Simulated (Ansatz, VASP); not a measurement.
Si7Ge in VASP and in Ansatz

```
Si Ge
1.0
     5.74137    0.00000    0.00000
     0.00000    5.74137    0.00000
     0.00000    0.00000    5.33127
Si Ge
7 1
Direct
  0.25243 0.25243 0.25243
  0.00000 0.50000 0.50000
  0.50000 0.50000 0.00000
  0.50000 0.00000 0.50000
  0.74757 0.25243 0.74757
  0.74757 0.74757 0.25243
  0.25243 0.74757 0.74757
  0.00000 0.00000 0.00000
```

Change from the starting cell: strain +0.050 along x and y, -0.025 along z, atoms carried along.

Alike in both runs: task single point; functional r2SCAN; k mesh 6 × 6 × 6; occupations gaussian, width 0.05 eV; no spin polarisation.

|  | VASP | Ansatz |
| --- | --- | --- |
| version | VASP 6.6.1 | Ansatz 0.2.0 |
| potentials or method | VASP PAW PBE potentials, release 64 (Si, Ge_d), cutoff 520 eV | scalar-relativistic, plane waves, PAW |
| valence electrons in the cell | 42 | 42 |

|  | VASP | Ansatz | Ansatz less VASP |
| --- | --- | --- | --- |
| gap on the k mesh at the Fermi level (eV) | 0.11 | 0.10 | -0.009 |
| least direct gap on the mesh (eV) | 0.24 | 0.23 | -0.009 |
| pressure (GPa) | -6.0 | -5.9 | +0.16 |
| traceless stress, the component that is largest in VASP (GPa) | 4.46 | 4.43 | -0.029 |
| rms of the force components (eV/Å) | 0.014 | 0.009 | -0.0046 |

VASP's potentials were made for PBE, not for r2SCAN. Atom by atom the forces differ by 0.006 eV/Å (rms over components).
